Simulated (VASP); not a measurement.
A run of VASP 6.6.1:

File INCAR:

```
PREC = Accurate ; ENCUT = 520
EDIFF = 1E-6 ; ISMEAR = -1
SIGMA = 0.1 ; LREAL = F
LASPH = T ; NELM = 60
ALGO = Normal ; ISIF = 2
LWAVE = F ; LCHARG = T
GGA = RP ; LELF = T
LVHAR = T ; NBANDS = 18
```

File KPOINTS:

```
Automatic mesh
0
Gamma
  14 14 7
```

File POSCAR:

```
Au
1.0
    2.9430530950      0.0000000000      0.0000000000
   -1.4715265475      2.5487587450      0.0000000000
    0.0000000000      0.0000000000      4.9389121693
Au
2
Direct
    0.3333333333      0.6666666667      0.2500000000
    0.6666666667      0.3333333333      0.7500000000
```

Potentials or basis: VASP PAW PBE potentials, release 64 (Au).

The run is started by

```console
$ cat potpaw_PBE.64/Au/POTCAR > POTCAR
$ mpirun -np 1 vasp_std > vasp.out
```

Hardware: 1 thread of Intel Xeon 8259CL, with other jobs on the host.

Estimate the wall time of this run.

It took 74 s on 1 thread of Intel Xeon 8259CL, on a shared host, peak memory 0.19 GiB. Counts: scf iterations 11, k points 96.
